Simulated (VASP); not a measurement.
The system is Sn.

```xyz
2
Lattice="-2.9401 2.9401 1.5993 2.9401 -2.9401 1.5993 2.9401 2.9401 -1.5993" Properties=species:S:1:pos:R:3 pbc="T T T"
Sn    0.0000    0.0000    0.0000
Sn    0.0000    2.9401    0.7997
```

* Program: VASP 6.6.1
* Task: relaxation of cell and atoms
* Functional: revPBE
* Potentials or basis: VASP PAW PBE potentials, release 64 (Sn_d)
* Cutoff: 600 eV
* k mesh: 9 × 9 × 9
* Occupations: fermi-dirac, width 0.05 eV
* Spin: no spin polarisation

At the start: pressure 2.4 GPa; volume 27.65 Å³/atom.

Question: Where does the relaxation end?

Answer: Over 3 steps the energy falls by 10.2 meV/atom and the volume is 29.04 Å³/atom (+5.0 %); space group I4_1/amd (No. 141, to 0.05 Å).

Step by step:
| step | energy change (eV) | largest force (eV/Å) | pressure (GPa) | volume (Å³) |
| --- | --- | --- | --- | --- |
| 1 | 0.0000 | 0.0000 | 2.44 | 55.30 |
| 2 | -0.0192 | 0.0000 | -0.44 | 58.73 |
| 3 | -0.0203 | 0.0000 | 0.01 | 58.09 |

Final structure:
```
Sn
1.0
    -2.99175    2.99175    1.62249
     2.99175   -2.99175    1.62249
     2.99175    2.99175   -1.62249
Sn
2
Direct
  0.00000 0.00000 0.00000
  0.75000 0.25000 0.50000
```

Caveat: the PAW data sets were made with another functional, which shifts forces and pressure a little.
